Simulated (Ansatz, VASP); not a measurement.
## One calculation of Lu4SiF, two programs

```
Lu Si F
1.0
     3.99524    0.00000    0.00000
    -1.99762    3.45998    0.00000
     0.00000    0.00000   10.23317
Lu Si F
4 1 1
Direct
  0.66667 0.33333 0.71800
  0.66667 0.33333 0.20175
  0.33333 0.66667 0.79825
  0.33333 0.66667 0.28200
  0.00000 0.00000 0.50000
  0.00000 0.00000 0.00000
```

Change from the starting cell: species swapped into the SrCaSi4 type (P-3m1, No. 164).

Alike in both runs: task single point; functional PBE; k mesh 6 × 6 × 2; occupations gaussian, width 0.1 eV; no spin polarisation.

```csv
,VASP,Ansatz
version,VASP 6.6.1,Ansatz 0.2.0
potentials or method,"VASP PAW PBE potentials, release 64 (Lu, Si, F), cutoff 520 eV","scalar-relativistic, plane waves, PAW"
valence electrons in the cell,111,111
```

|  | VASP | Ansatz | Ansatz less VASP |
| --- | --- | --- | --- |
| gap on the k mesh at the Fermi level (eV) | none | none | - |
| pressure (GPa) | 10.2 | 9.3 | -0.92 |
| traceless stress, the component that is largest in VASP (GPa) | -15.46 | -14.87 | +0.587 |
| rms of the force components (eV/Å) | 2.495 | 2.416 | -0.0794 |

Atom by atom the forces differ by 0.080 eV/Å (rms over components). A gap of «none» marks a metal or a gap that the smearing closes. The functional is the same, so the differences come from potentials, cutoffs and numerics.

Spin-orbit coupling is off throughout.
